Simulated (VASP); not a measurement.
Set up this calculation in VASP 6.6.1, as the native input.

```yaml
Task: single point
Functional: r2SCAN
Potentials_or_basis: VASP PAW PBE potentials, release 64 (Si, Ge_d)
Cutoff: 520 eV
k_mesh: 12 × 12 × 12
Occupations: gaussian, width 0.1 eV
Spin: no spin polarisation
Dipole_correction: no
Further_INCAR_settings: ALGO = Normal; EDIFF = 1e-06; NBANDS = 21
```

Crystal: Si3Ge.

```
Si Ge
1.0
     3.95692    0.00000    0.00000
     0.00000    3.95692    0.00000
     0.00000    0.00000    3.95692
Si Ge
3 1
Direct
  0.00000 0.50000 0.50000
  0.50000 0.00000 0.50000
  0.50000 0.50000 0.00000
  0.00000 0.00000 0.00000
```

These files were run (other wordings do the same):

POSCAR

```
Si3Ge
1.0
    3.9569191703      0.0000000000      0.0000000000
    0.0000000000      3.9569191703      0.0000000000
    0.0000000000      0.0000000000      3.9569191703
Si Ge
3 1
Direct
    0.0000000000      0.5000000000      0.5000000000
    0.5000000000      0.0000000000      0.5000000000
    0.5000000000      0.5000000000      0.0000000000
    0.0000000000      0.0000000000      0.0000000000
```

INCAR.step1

```
SYSTEM = Si3Ge
PREC = Accurate ; ENCUT = 520
ISMEAR = 0 ; SIGMA = 0.1
LREAL = .False. ; LASPH = .True.
NELM = 80 ; NBANDS = 21
GGA = PE ; ALGO = Normal
EDIFF = 1E-4 ; LWAVE = .True.
LCHARG = .False.
```

INCAR.step2

```
SYSTEM = Si3Ge
PREC = Accurate ; ENCUT = 520
EDIFF = 1E-6 ; ISMEAR = 0
SIGMA = 0.1 ; LREAL = .False.
LASPH = .True. ; NELM = 80
ALGO = Normal ; ISIF = 2
LWAVE = .False. ; LCHARG = .True.
METAGGA = R2SCAN ; LMIXTAU = .True.
LELF = .True. ; LVHAR = .True.
NBANDS = 21 ; ISTART = 1
```

KPOINTS

```
regular mesh
0
Gamma
  12 12 12
  0 0 0
```

Potentials or basis: VASP PAW PBE potentials, release 64 (Si, Ge_d).

Run with:

```sh
$ cat potpaw_PBE.64/Si/POTCAR potpaw_PBE.64/Ge_d/POTCAR > POTCAR
$ cp INCAR.step1 INCAR
$ mpirun -np 1 vasp_std > vasp.out
$ cp INCAR.step2 INCAR
$ mpirun -np 1 vasp_std > vasp.out
```

It gave:

- Pressure: 0.0 GPa
- Band gap on the k mesh: zero (band 13 reaches 12.32 eV, above the bottom of band 14 at 7.91 eV)

Caveat: the PAW data sets were made with another functional, which shifts forces and pressure a little.

It took 2.3 min on 1 thread of Intel(R) Xeon(R) 6975P-C (Granite Rapids), on a shared host, peak memory 0.23 GiB.
